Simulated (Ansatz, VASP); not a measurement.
## Two plane-wave programs on As

```
As
1.0
     1.45507   -2.51677    0.00000
     1.45507    2.51677    0.00000
     0.00000    0.00000    2.70543
As
1
Direct
  0.50000 0.50000 0.00000
```

Alike in both runs: functional PBE; k mesh 6 × 6 × 8; occupations gaussian, width 0.1 eV; no spin polarisation.

Ansatz relaxed the structure, and its values are those at the end. VASP's run is a single point on that final structure, the one shown.

|  | VASP | Ansatz |
| --- | --- | --- |
| version | VASP 6.6.1 | Ansatz 0.2.0 |
| potentials or method | VASP PAW PBE potentials, release 64 (As), cutoff 520 eV | scalar-relativistic, plane waves, PAW |
| valence electrons in the cell | 5 | 15 |

|  | VASP | Ansatz | Ansatz less VASP |
| --- | --- | --- | --- |
| gap on the k mesh at the Fermi level (eV) | none | none | - |
| pressure (GPa) | 0.1 | 0.0 | -0.12 |

A gap of «none» marks a metal or a gap that the smearing closes. The functional is the same, so the differences come from potentials, cutoffs and numerics. VASP's potentials hold 5 valence electrons a cell and Ansatz's 15, so a difference there can come from the potentials and not from the codes.

The k mesh is coarse, so the values compare programs but aren't converged.
